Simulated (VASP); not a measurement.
A run of VASP 6.6.1 is set up as follows.

INCAR

```
PREC = Accurate
ENCUT = 520
EDIFF = 1E-7
ISMEAR = -1
SIGMA = 0.08
LREAL = F
LASPH = T
NELM = 100
ALGO = Normal
ISIF = 2
LWAVE = F
LCHARG = T
GGA = PS
LELF = T
LVHAR = T
NBANDS = 10
```

KPOINTS

```
Automatic mesh
0
Gamma
  14 14 10
```

Contents of POSCAR:

```
Al
1.0
    2.0077939622      2.0077939622      0.0000000000
   -2.0077939622      2.0077939622      0.0000000000
    0.0000000000      0.0000000000      4.0155879245
Al
2
Direct
    0.0000000000      0.0000000000      0.0000000000
    0.5000000000      0.5000000000      0.5000000000
```

Potentials or basis: VASP PAW PBE potentials, release 64 (Al).

Run with:

```console
$ cat potpaw_PBE.64/Al/POTCAR > POTCAR
$ mpirun -np 1 vasp_std > vasp.out
```

Q: Estimate the pressure.

A: 0.0 GPa.

Q: Estimate the band gap on the k mesh.

A: Zero (bands 3 and 4 overlap by 11.91 eV).

Caveat: the PAW data sets were made with another functional, which shifts forces and pressure a little.
